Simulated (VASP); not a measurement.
Here is a VASP 6.6.1 calculation.

INCAR

```
SYSTEM = Ru
PREC = Accurate ; ENCUT = 520
EDIFF = 1E-7 ; ISMEAR = 0
SIGMA = 0.1 ; LREAL = .False.
LASPH = .True. ; NELM = 60
ALGO = Normal ; ISIF = 2
LWAVE = .False. ; LCHARG = .False.
GGA = PE ; NBANDS = 21
```

Contents of KPOINTS:

```
regular mesh
0
Gamma
  24 24 14
  0 0 0
```

POSCAR

```
Ru
1.0
    2.7217358276      0.0000000000      0.0000000000
    1.3608679138      2.3570923691      0.0000000000
    0.0000000000      0.0000000000      4.2919005606
Ru
2
Direct
    0.0000000000      0.0000000000      0.1000000000
    0.3333333333      0.3333333333      0.6000000000
```

Potentials or basis: VASP PAW PBE potentials, release 64 (Ru_pv).

Command:

```console
$ cat potpaw_PBE.64/Ru_pv/POTCAR > POTCAR
$ mpirun -np 1 vasp_std > vasp.out
```

(1) Predict the pressure.

(2) Estimate the band gap on the k mesh.

Answers

(1) -0.1 GPa.

(2) zero (bands 14 and 15 overlap by 3.09 eV).
